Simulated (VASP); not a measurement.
Runs of VASP 6.6.1 on BN. The structure is that of space group P6_3mc (No. 186), or close to it. The cells are those of the table. 

```tsv
cell	gap on the mesh (eV)	pressure (GPa)	largest force (eV/Å)
a = 2.554, b = 2.540, c = 4.227 Å, angles 90.0, 90.0, 119.5°, 4 atoms	5.68	-3.6	0.05
a = 2.554, b = 2.546, c = 4.227 Å, angles 90.0, 90.0, 119.7°, 4 atoms	5.70	-3.7	0.04
a = 2.554, b = 2.535, c = 4.227 Å, angles 90.0, 90.0, 119.2°, 4 atoms	5.67	-3.6	0.07
a = 2.554, b = 2.576, c = 4.227 Å, angles 90.0, 90.0, 120.9°, 4 atoms	5.66	(b)	0.08
a = 2.554, b = 2.551, c = 4.227 Å, angles 90.0, 90.0, 119.9°, 4 atoms	5.72	-3.7	0.02
a = 2.554, b = 2.548, c = 4.227 Å, angles 90.0, 90.0, 119.8°, 4 atoms	5.71	-3.7	0.03
a = 2.554, b = 2.537, c = 4.227 Å, angles 90.0, 90.0, 119.4°, 4 atoms	5.68	-3.6	0.06
a = 2.554, b = 2.565, c = 4.227 Å, angles 90.0, 90.0, 120.4°, 4 atoms	(a)	-3.6	0.04
```

Alike in all rows: task single point; level r2SCAN; potentials or basis VASP PAW PBE potentials, release 64 (B, N); no spin polarisation; k mesh 12 × 12 × 6; cutoff (eV) 520; smearing gaussian 0.05 eV.

Fill in the values left out.

(a) 5.69; (b) -3.5.

Caveats: the cell stands under tension; the PAW data sets were made with another functional, which shifts forces and pressure a little.

A k mesh can miss the band edges.
